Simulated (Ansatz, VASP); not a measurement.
# Sb in VASP and in Ansatz

Contents of INCAR:

```
SYSTEM = Sb
ALGO     = Normal         ! electronic algorithm
EDIFF    = 1E-7           ! SCF threshold, eV
EDIFFG   = -0.01          ! ionic threshold
ENCUT    = 600            ! plane-wave cutoff, eV
GGA      = PS             ! functional
IBRION   = 2              ! ionic algorithm
ISIF     = 3              ! what is computed and relaxed
ISMEAR   = -1             ! smearing method
IVDW     = 13             ! dispersion correction
LASPH    = .TRUE.         ! aspherical terms in the spheres
LCHARG   = .FALSE.        ! write CHGCAR
LREAL    = .FALSE.        ! projectors in reciprocal space
LWAVE    = .FALSE.        ! write WAVECAR
NELM     = 100            ! most SCF steps
NSW      = 60             ! ionic steps
PREC     = Accurate       ! precision mode
SIGMA    = 0.05           ! smearing width, eV
```

File KPOINTS:

```
k-points
0
G
  8 8 8
  0 0 0
```

The input POSCAR:

```
Sb
1.0
    2.1542000000      1.2437279499      3.7580000000
   -2.1542000000      1.2437279499      3.7580000000
    0.0000000000     -2.4874558998      3.7580000000
Sb
2
Direct
    0.7665100000      0.7665100000      0.7665100000
    0.2334900000      0.2334900000      0.2334900000
```

The input input.yaml:

```yaml
crystal:
  lattice:
    - [2.1542, 1.2437279499, 3.758]
    - [-2.1542, 1.2437279499, 3.758]
    - [0.0, -2.4874558998, 3.758]
  atoms:
    - { symbol: Sb, position: [0.76651, 0.76651, 0.76651] }
    - { symbol: Sb, position: [0.23349, 0.23349, 0.23349] }
hamiltonian:
  xc: pbesol
  pseudopotentials: { kind: paw }
  dispersion: d4
kpoints:
  mp_grid: { grid: [8, 8, 8] }
scf:
  occupations: { method: fermi_dirac, width: 0.05 }
output:
  forces: true
  stress: true
  write_density: true
  write_potential: true
  elf: true
  volumetric_format: npy
relax:
  f_tol: 0.01
  max_steps: 40
  cell: { stress_tol: 0.05 }
```

Alike in both runs: task relaxation of cell and atoms; functional PBEsol; dispersion D4; k mesh 8 × 8 × 8; occupations fermi-dirac, width 0.05 eV; no spin polarisation.

|  | VASP | Ansatz |
| --- | --- | --- |
| version | VASP 6.6.1 | Ansatz 0.2.0 |
| potentials or method | VASP PAW PBE potentials, release 64 (Sb) | Ansatz PAW |
| plane-wave cutoff (eV) | 600 | 420 |
| valence electrons in the cell | 10 | 30 |

|  | VASP | Ansatz | Ansatz less VASP |
| --- | --- | --- | --- |
| gap on the k mesh at the Fermi level, each at its own relaxed structure (eV) | none | none | - |
| relaxed volume (Å³/atom) | 28.92 | 28.89 | -0.034 |
| relaxed cell length with the largest relative difference (Å) | 4.388 | 4.389 | +0.0009 |

VASP's potentials were made for PBE, not for PBEsol. A gap of «none» marks a metal or a gap that the smearing closes. VASP's potentials hold 10 valence electrons a cell and Ansatz's 30, so a difference there can come from the potentials and not from the codes.

Spin-orbit coupling is off throughout. Noted on Ansatz's run: the plane-wave basis is chosen anew once the cell has moved, so the energies of steps on either side of that aren't comparable.
